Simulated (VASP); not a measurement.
Set up this calculation in VASP 6.6.1, as the native input.

- Task: relaxation of cell and atoms
- Functional: LDA
- Potentials or basis: VASP PAW LDA potentials, release 64 (Mg_sv, S)
- Cutoff: 750 eV
- k mesh: 8 × 8 × 8
- Occupations: fermi-dirac, width 0.02 eV
- Spin: no spin polarisation
- Dipole correction: no
- Mended: yes
- Further INCAR settings: ALGO = Normal; EDIFF = 1e-07; IBRION = 2; EDIFFG = -0.005; NSW = 80; ISIF = 3

The structure of MgS lies in POSCAR:

```
MgS
1.0
    0.0000000000      2.6148774647      2.6148774647
    2.6148774647      0.0000000000      2.6148774647
    2.6148774647      2.6148774647      0.0000000000
Mg S
1 1
Direct
    0.0000000000      0.0000000000      0.0000000000
    0.5000000000      0.5000000000      0.5000000000
```

These files were run (other wordings do the same):

INCAR

```
PREC = Accurate ; ENCUT = 750
EDIFF = 1E-7 ; ISMEAR = -1
SIGMA = 0.02 ; LREAL = F
LASPH = T ; NELM = 120
ALGO = Normal ; ISIF = 3
LWAVE = F ; LCHARG = F
GGA = CA ; IBRION = 2
NSW = 80 ; EDIFFG = -0.005
GGA_COMPAT = F ; NELMIN = 4
```

KPOINTS

```
Automatic mesh
0
Gamma
  8 8 8
```

Potentials or basis: VASP PAW LDA potentials, release 64 (Mg_sv, S).

Run with:

```sh
$ cat potpaw_LDA.64/Mg_sv/POTCAR potpaw_LDA.64/S/POTCAR > POTCAR
$ mpirun -np 1 vasp_std > vasp.out
```

Results of the run:

The relaxed volume is 16.84 Å³/atom and the relaxed cell is a = 3.625 Å, b = 3.625 Å, c = 3.625 Å, α = 60.00°, β = 60.00°, γ = 60.00°. The space group after relaxing (to 0.1 Å) is Fm-3m (No. 225) and the energy gained by relaxing is 15.4 meV/atom. The ionic steps are 3, the pressure after relaxing is 0.0 GPa and the band gap on the k mesh is 2.67 eV (least direct gap 3.86 eV).

Wall time 28 s on 1 thread of Intel(R) Xeon(R) Platinum 8488C (Sapphire Rapids), on a shared host, peak memory 0.18 GiB.
